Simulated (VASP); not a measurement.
Set up this calculation in VASP 6.6.1, as the native input.

| Property | Result |
| --- | --- |
| Task | electric field gradients |
| Functional | PBEsol |
| Potentials or basis | VASP PAW PBE potentials, release 64 (Sn_d, O) |
| Cutoff | 520 eV |
| k mesh | 8 × 8 × 6 |
| Occupations | fermi-dirac, width 0.01 eV |
| Spin | no spin polarisation |
| Dipole correction | no |
| Further INCAR settings | ALGO = Normal; EDIFF = 1e-08; NBANDS = 28 |

The structure of SnO lies in POSCAR:

```
SnO
1.0
    3.7259600000      0.0000000000      0.0000000000
    0.0000000000      3.7259600000      0.0000000000
    0.0000000000      0.0000000000      4.8360000000
Sn O
2 2
Direct
    0.0000000000      0.5000000000      0.2385000000
    0.5000000000      0.0000000000      0.7615000000
    0.0000000000      0.0000000000      0.0000000000
    0.5000000000      0.5000000000      0.0000000000
```

This cell differs from its parent crystal: equal xx and yy strain of -2 %.

These files were run (other wordings do the same):

INCAR

```
PREC = Accurate
ENCUT = 520
EDIFF = 1E-8
ISMEAR = -1
SIGMA = 0.01
LREAL = False
LASPH = True
NELM = 60
ALGO = Normal
ISIF = 2
LWAVE = False
LCHARG = False
GGA = PS
LEFG = True
NBANDS = 28
```

KPOINTS

```
regular mesh
0
Gamma
  8 8 6
```

Potentials or basis: VASP PAW PBE potentials, release 64 (Sn_d, O).

Launch:

```console
$ cat potpaw_PBE.64/Sn_d/POTCAR potpaw_PBE.64/O/POTCAR > POTCAR
$ mpirun -np 1 vasp_std > vasp.out
```

Results of the run:

| Quantity | Value |
| --- | --- |
| Pressure | 4.8 GPa |
| Largest force | 0.664 eV/Å |
| Band gap on the k mesh | zero (bands 20 and 21 overlap by 0.24 eV) |
| Largest electric field gradient by atom | Sn -173.5; O +8.0 V/Å² |

Caveat: the cell differs from its parent crystal (equal xx and yy strain of -2 %); the cell stands under pressure; semilocal functionals underestimate gaps, and a narrow one can read as zero; without QUAD_EFG the Cq values of the log hold for a quadrupole moment of 1 mb, not for the nuclei; the PAW data sets were made with another functional, which shifts forces and pressure a little; spin-orbit coupling is left out, which moves the levels of the heavy elements.

It took 110 s on 1 thread of Intel(R) Xeon(R) Platinum 8259CL CPU @ 2.50GHz (Skylake/Cascade Lake), with other jobs on the host, peak memory 0.23 GiB.
